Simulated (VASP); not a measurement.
TiRh3, 4 atoms in the cell. The structure is cubic, space group Pm-3m (No. 221). The conventional cell has a = 3.796 Å, b = 3.796 Å, c = 3.796 Å, α = 90.00°, β = 90.00°, γ = 90.00°. Within 3.5 Å of Ti (site symmetry m-3m) lie 12 Rh at 2.68 Å. Rh (site symmetry 4/mmm) has 4 Ti at 2.68 Å and 8 Rh at 2.68 Å within 3.5 Å. 

```yaml
Program: VASP 6.6.1
Task: electric field gradients
Functional: LDA
Potentials_or_basis: VASP PAW LDA potentials, release 64 (Ti_sv, Rh_pv)
Cutoff: 520 eV
k_mesh: 10 × 10 × 10
Occupations: fermi-dirac, width 0.03 eV
Spin: no spin polarisation
Dipole_correction: no
Further_INCAR_settings: ALGO = Normal; EDIFF = 1e-08; NBANDS = 36
```

Potentials or basis: VASP PAW LDA potentials, release 64 (Ti_sv, Rh_pv).

Launch:

```sh
$ cat potpaw_LDA.64/Ti_sv/POTCAR potpaw_LDA.64/Rh_pv/POTCAR > POTCAR
$ mpirun -np 1 vasp_std > vasp.out
```

Hardware: 1 thread of Intel Xeon 8259CL, with other jobs on the host.

**Question.** How long does it take, and how much memory?

**Answer.** Run time: 100 s on 1 thread of Intel Xeon 8259CL (shared host), peak memory 0.21 GiB. Counts: scf iterations 17, k points 56.
